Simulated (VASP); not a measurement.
# SiGe (P4_122) in VASP: relaxation of volume and atoms at fixed shape with LDA

Aim: the relaxation of volume and atoms at fixed shape of SiGe with LDA.

Program: VASP 6.6.1. These are calculated values, not measurements. Logs are shortened: lines on timing, memory, paths and dates and some standing lists are left out, and cuts for length are marked.

### Step 1. The cell of the first run

It takes space group P4_122 (No. 91, tetragonal). The conventional cell has a = 5.550 Å, b = 5.550 Å, c = 5.550 Å, α = 90.00°, β = 90.00°, γ = 90.00°. Within 3.2 Å of Si (site symmetry 2) lie 2 Si at 2.40 Å and 2 Ge at 2.40 Å. Ge (site symmetry 2) has 2 Si at 2.40 Å and 2 Ge at 2.40 Å within 3.2 Å.

### Step 2. Relaxation of volume and atoms at fixed shape, LDA

Input file INCAR:

```
PREC = Accurate ; ENCUT = 600
EDIFF = 1E-6 ; ISMEAR = 0
SIGMA = 0.02 ; LREAL = False
LASPH = True ; NELM = 100
ALGO = Normal ; ISIF = 8
LWAVE = False ; LCHARG = False
IBRION = 2 ; NSW = 80
EDIFFG = -0.01
```

Input file KPOINTS:

```
Automatic mesh
0
Gamma
  6 6 6
```

Input file POSCAR:

```
SiGe
1.0
    5.5500000000      0.0000000000      0.0000000000
    0.0000000000      5.5500000000      0.0000000000
    0.0000000000      0.0000000000      5.5500000000
Si Ge
4 4
Direct
    0.0000000000      0.0000000000      0.0000000000
    0.0000000000      0.5000000000      0.5000000000
    0.2500000000      0.2500000000      0.2500000000
    0.7500000000      0.2500000000      0.7500000000
    0.5000000000      0.0000000000      0.5000000000
    0.5000000000      0.5000000000      0.0000000000
    0.2500000000      0.7500000000      0.7500000000
    0.7500000000      0.7500000000      0.2500000000
```

Potentials or basis: VASP PAW LDA potentials, release 64 (Si, Ge_d).

Launch:

```console
$ cat potpaw_LDA.64/Si/POTCAR potpaw_LDA.64/Ge_d/POTCAR > POTCAR
$ mpirun -np 1 vasp_std > vasp.out
```

OUTCAR:

```text
PREC = Accurate
   ENCUT = 600
   EDIFF = 1E-6
   ISMEAR = 0
   LREAL = False
   LASPH = True
   NELM = 100
   ISIF = 8
   IBRION = 2
   NSW = 80
   EDIFFG = -0.01

 ion  position               nearest neighbor table
   1  0.000  0.000  0.000-   3 2.40   4 2.40   7 2.40   8 2.40
   2  0.000  0.500  0.500-   3 2.40   4 2.40   7 2.40   8 2.40
   3  0.250  0.250  0.250-   1 2.40   2 2.40   5 2.40   6 2.40
   4  0.750  0.250  0.750-   1 2.40   2 2.40   5 2.40   6 2.40
   5  0.500  0.000  0.500-   3 2.40   4 2.40   7 2.40   8 2.40
   6  0.500  0.500  0.000-   3 2.40   4 2.40   7 2.40   8 2.40
   7  0.250  0.750  0.750-   1 2.40   2 2.40   5 2.40   6 2.40
   8  0.750  0.750  0.250-   1 2.40   2 2.40   5 2.40   6 2.40

  LATTYP: Found a simple cubic cell.
 ALAT       =     5.5500000000

  Lattice vectors:

 A1 = (   5.5500000000,   0.0000000000,   0.0000000000)
 A2 = (   0.0000000000,   5.5500000000,   0.0000000000)
 A3 = (   0.0000000000,   0.0000000000,   5.5500000000)

Analysis of symmetry for initial positions (statically):
=====================================================================
 Subroutine PRICEL returns:
 Original cell was already a primitive cell.

 Routine SETGRP: Setting up the symmetry group for a
 simple cubic supercell.

 Subroutine GETGRP returns: Found  8 space group operations
 (whereof  2 operations were pure point group operations)
 out of a pool of 48 trial point group operations.

The static configuration has the point symmetry C_2 .
 The point group associated with its full space group is D_4 .

Analysis of symmetry for dynamics (positions and initial velocities):
=====================================================================
 Subroutine PRICEL returns:
 Original cell was already a primitive cell.

 Routine SETGRP: Setting up the symmetry group for a
 simple cubic supercell.

 Subroutine GETGRP returns: Found  8 space group operations
 (whereof  2 operations were pure point group operations)
 out of a pool of 48 trial point group operations.

The dynamic configuration has the point symmetry C_2 .
 The point group associated with its full space group is D_4 .

 Subroutine INISYM returns: Found  8 space group operations
 (whereof  2 operations are pure point group operations),
 and found     1 'primitive' translations

----------------------------------------------------------------------------------------

                                     Primitive cell

  volume of cell :     170.9539

  direct lattice vectors                    reciprocal lattice vectors
     5.550000000  0.000000000  0.000000000     0.180180180  0.000000000  0.000000000
     0.000000000  5.550000000  0.000000000     0.000000000  0.180180180  0.000000000
[... 85 lines left out ...]
   NGX,Y,Z   is equivalent  to a cutoff of  14.38, 14.38, 14.38 a.u.
   NGXF,Y,Z  is equivalent  to a cutoff of  28.76, 28.76, 28.76 a.u.
 SYSTEM =  unknown system
   PREC   = accura    normal or accurate (medium, high low for compatibility)
   ISTART =      0    job   : 0-new  1-cont  2-samecut
   ICHARG =      2    charge: 1-file 2-atom 10-const
   ISPIN  =      1    spin polarized calculation?
   LNONCOLLINEAR =      F non collinear calculations
   LSORBIT =      F    spin-orbit coupling
   LASPH  =      T    aspherical Exc in radial PAW
   ENCUT  =  600.0 eV  44.10 Ry    6.64 a.u.  11.08 11.08 11.08*2*pi/ulx,y,z
   NELM   =    100;   NELMIN=  2; NELMDL= -5     # of ELM steps
   EDIFF  = 0.1E-05   stopping-criterion for ELM
   LREAL  =      F    real-space projection
   EDIFFG = -.1E-01   stopping-criterion for IOM
   NSW    =     80    number of steps for IOM
   IBRION =      2    ionic relax: 0-MD 1-quasi-New 2-CG
   NFREE  =      1    steps in history (QN), initial steepest desc. (CG)
   ISIF   =      8    stress and relaxation
   ISYM   =      2    0-nonsym 1-usesym 2-fastsym
   POTIM  = 0.5000    time-step for ionic-motion
   TEBEG  =    0.0;   TEEND  =   0.0 temperature during run
   PSTRESS=    0.0 pullay stress
   NELECT =      72.0000    total number of electrons
   NUPDOWN=      -1.0000    fix difference up-down
   EMIN   =  10.00;   EMAX   =-10.00  energy-range for DOS
   EFERMI =   0.00;   METHOD = LEGACY
   ISMEAR =     0;   SIGMA  =   0.02  broadening in eV -4-tet -1-fermi 0-gaus
   EFERMI_NEDOS =   21; number of points for ismear=-14 and -15
   IALGO  =     38    algorithm
   IMIX   =      4    mixing-type and parameters
     AMIX     =   0.40;   BMIX     =  1.00
     AMIX_MAG =   1.60;   BMIX_MAG =  1.00
  volume/ion in A,a.u.               =      21.37       144.21
  Fermi-wavevector in a.u.,A,eV,Ry     =   1.227136  2.318951 20.488505  1.505863
  Thomas-Fermi vector in A             =   2.362111
   LORBIT       =      0    0 simple, 1 ext, 2 COOP (PROOUT), +10 PAW based schemes
   GGA     = CA    functional components
   LHFCALC =     F    Hartree Fock is set to
   AEXX    =    0.0000 exact exchange contribution
   IVDW    =     0    specifies the selected vdW correction
   LEPSILON=     F    determine dielectric tensor
   LRPA    =     F    only Hartree local field effects (RPA)
 conjugate gradient relaxation of ions
 non-spin polarized calculation
 Gauss-broadening in eV      SIGMA  =   0.02
  energy-cutoff  :      600.00
  volume of cell :      170.95
 maximum number of plane-waves:      5832
 NGX is ok and might be reduce to    48
   NGX = 23   NGY = 23   NGZ = 23

--------------------------------------- Ionic step        1  -------------------------------------------

 number of electron      72.0000063 magnetization

 Free energy of the ion-electron system (eV)
  ---------------------------------------------------
  ext. energy  EPLUGINS =         0.00000000
  ---------------------------------------------------
  free energy    TOTEN  =       -44.47523733 eV

  energy without entropy =      -44.47523733  energy(sigma->0) =      -44.47523733

 E-fermi :   5.3457     XC(G=0):  -9.9639

 val. band max:        5.2027137173   @ k =   0.0000   0.0000   0.0000
 cond. band min:       5.6365217544   @ k =   0.5000   0.5000   0.5000
 fundamental gap:      0.4338080371
 Fermi energy:         5.3456638629

 k-point     1 :       0.0000    0.0000    0.0000
  band No.  band energies     occupation
      1     -19.5540      2.00000
      2     -19.4993      2.00000
      3     -19.4993      2.00000
      4     -19.4959      2.00000
      5     -19.4152      2.00000
      6     -19.4140      2.00000
[... 1304 lines left out ...]
--------------------------------------- Ionic step        6  -------------------------------------------

 number of electron      72.0000015 magnetization

 Free energy of the ion-electron system (eV)
  ---------------------------------------------------
  ext. energy  EPLUGINS =         0.00000000
  ---------------------------------------------------
  free energy    TOTEN  =       -44.55579440 eV

  energy without entropy =      -44.55579440  energy(sigma->0) =      -44.55579440

 E-fermi :   5.5528     XC(G=0): -10.0705

 val. band max:        5.4577080743   @ k =   0.0000   0.0000   0.0000
 cond. band min:       5.7836190948   @ k =   0.0000   0.0000   0.0000
 fundamental gap:      0.3259110205
 Fermi energy:         5.5528103457

 k-point     1 :       0.0000    0.0000    0.0000
  band No.  band energies     occupation
      1     -19.2773      2.00000
      2     -19.2248      2.00000
      3     -19.2248      2.00000
      4     -19.2208      2.00000
      5     -19.1466      2.00000
      6     -19.1466      2.00000
[... 1130 lines left out ...]
  FREE ENERGIE OF THE ION-ELECTRON SYSTEM (eV)
  ---------------------------------------------------
  free  energy   TOTEN  =       -44.5557944044 eV

  energy  without entropy=      -44.5557944044  energy(sigma->0) =      -44.55579440

 reached required accuracy - stopping structural energy minimisation
```

It took 37 min on 1 thread of Oxide Virtual Turin-like, shared host; peak memory 0.41 GiB.

Results:

```
Free energy                           : -44.5558 eV
Relaxed volume                        : 20.85 Å³/atom
Relaxed cell                          : a = 5.504 Å, b = 5.504 Å, c = 5.504 Å, α = 90.00°, β = 90.00°, γ = 90.00°
Space group after relaxing (to 0.1 Å) : P4_122 (No. 91)
Energy gained by relaxing             : 10.1 meV/atom
Ionic steps                           : 6
Pressure after relaxing               : -0.1 GPa
Largest force after relaxing          : 0.003 eV/Å
Band gap on the k mesh                : 0.33 eV
```

Forces on the atoms (eV/Å):
```
Si   0.000 -0.003  0.000
Si   0.000  0.003  0.000
Si   0.003  0.000  0.000
Si  -0.003  0.000  0.000
Ge   0.000 -0.002  0.000
Ge   0.000  0.002  0.000
Ge   0.002  0.000  0.000
Ge  -0.002  0.000  0.000
```

Step by step:
```csv
step,energy change (eV),largest force (eV/Å),pressure (GPa),volume (Å³)
1,0.0000,0.4793,-1.96,170.95
2,-0.0694,0.1290,1.09,164.57
3,-0.0707,0.1656,0.78,165.28
4,-0.0805,0.0175,0.15,166.71
5,-0.0805,0.0190,0.02,166.71
6,-0.0806,0.0034,-0.07,166.77
```

Final structure:
```
CELL_PARAMETERS angstrom
5.50431 0.00000 0.00000
0.00000 5.50431 0.00000
0.00000 0.00000 5.50431
ATOMIC_POSITIONS crystal
Si 0.00000 0.00511 0.00000
Si 0.00000 0.49489 0.50000
Si 0.24489 0.25000 0.25000
Si 0.75511 0.25000 0.75000
Ge 0.50000 0.00558 0.50000
Ge 0.50000 0.49442 0.00000
Ge 0.24442 0.75000 0.75000
Ge 0.75558 0.75000 0.25000
```

Levels at points of the mesh, in eV from the valence-band top:
| k point | band 32 | band 33 | band 34 | band 35 | band 36 | band 37 | band 38 | band 39 | band 40 | band 41 |
| --- | --- | --- | --- | --- | --- | --- | --- | --- | --- | --- |
| (0.00, 0.00, 0.00) | -3.05 | -2.99 | -0.09 | -0.09 | 0.00 | 0.33 | 0.33 | 0.56 | 0.59 | 0.93 |
| (0.50, 0.00, 0.00) | -3.80 | -2.16 | -2.15 | -1.91 | -1.91 | 0.75 | 1.12 | 2.84 | 2.99 | 4.18 |
| (0.00, 0.00, 0.50) | -3.91 | -2.04 | -2.04 | -2.02 | -2.02 | 0.94 | 0.94 | 2.83 | 2.83 | 4.29 |
| (0.50, 0.50, 0.00) | -3.87 | -1.59 | -1.47 | -1.47 | -1.33 | 1.92 | 2.17 | 2.17 | 2.42 | 4.53 |
| (0.00, 0.50, 0.50) | -3.89 | -1.62 | -1.62 | -1.33 | -1.33 | 1.97 | 1.97 | 2.40 | 2.40 | 4.57 |
| (0.50, 0.50, 0.50) | -1.44 | -1.27 | -1.27 | -1.14 | -1.14 | 0.47 | 0.47 | 1.15 | 1.15 | 3.18 |

Caveat: semilocal functionals underestimate gaps, and a narrow one can read as zero. A k mesh can miss the band edges.
